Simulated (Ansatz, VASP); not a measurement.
## Mg: VASP beside Ansatz

```
Mg
1.0
    -1.92853    1.92853    1.92853
     1.92853   -1.92853    1.92853
     1.92853    1.92853   -1.92853
Mg
1
Direct
  0.00000 0.00000 0.00000
```

Alike in both runs: task single point; functional PBE; k mesh 6 × 6 × 6; occupations gaussian, width 0.1 eV; no spin polarisation.

```csv
,VASP,Ansatz
version,VASP 6.6.1,Ansatz 0.2.0
potentials or method,"VASP PAW PBE potentials, release 64 (Mg), cutoff 600 eV","scalar-relativistic, plane waves, PAW"
valence electrons in the cell,2,10
```

|  | VASP | Ansatz | Ansatz less VASP |
| --- | --- | --- | --- |
| gap on the k mesh at the Fermi level (eV) | none | none | - |
| pressure (GPa) | -5.1 | -5.0 | +0.09 |

A gap of «none» marks a metal or a gap that the smearing closes. With one functional, cell and mesh, what is left measures potentials, basis and numerics. VASP's potentials hold 2 valence electrons a cell and Ansatz's 10, so a difference there can come from the potentials and not from the codes.

The k mesh is coarse, so the values compare programs but aren't converged.
